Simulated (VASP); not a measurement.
Set up this calculation in VASP 6.6.1, as the native input.

| Item | Value |
| --- | --- |
| Task | single point |
| Functional | revPBE |
| Potentials or basis | VASP PAW PBE potentials, release 64 (Sn_d, Se) |
| Cutoff | 520 eV |
| k mesh | 8 × 8 × 8 |
| Occupations | fermi-dirac, width 0.05 eV |
| Spin | no spin polarisation |
| Dipole correction | no |
| Further INCAR settings | ALGO = Normal; EDIFF = 1e-06; NBANDS = 17 |

The structure of SnSe lies in POSCAR:

```
SnSe
1.0
    0.0000000000      2.9693193375      2.9693193375
    2.9693193375      0.0000000000      2.9693193375
    2.9693193375      2.9693193375      0.0000000000
Sn Se
1 1
Direct
    0.0000000000      0.0000000000      0.0000000000
    0.5000000000      0.5000000000      0.5000000000
```

These files were run (other wordings do the same):

INCAR

```
ALGO = Normal ; EDIFF = 1E-6
ENCUT = 520 ; GGA = RE
ISIF = 2 ; ISMEAR = -1
LASPH = True ; LCHARG = False
LREAL = False ; LWAVE = False
NBANDS = 17 ; NELM = 80
PREC = Accurate ; SIGMA = 0.05
```

KPOINTS

```
k-points
0
Gamma
  8 8 8
```

Potentials or basis: VASP PAW PBE potentials, release 64 (Sn_d, Se).

The run is started by

```bash
$ cat potpaw_PBE.64/Sn_d/POTCAR potpaw_PBE.64/Se/POTCAR > POTCAR
$ mpirun -np 1 vasp_std > vasp.out
```

Results of the run:

* Pressure: 4.5 GPa
* Band gap on the k mesh: 0.72 eV, indirect (least direct gap 0.74 eV)

Caveat: the PAW data sets were made with another functional, which shifts forces and pressure a little; spin-orbit coupling is left out, which moves the levels of the heavy elements.

Run time: 14 s on 1 thread of Intel(R) Xeon(R) Platinum 8488C (Sapphire Rapids) (shared host), peak memory 0.18 GiB.
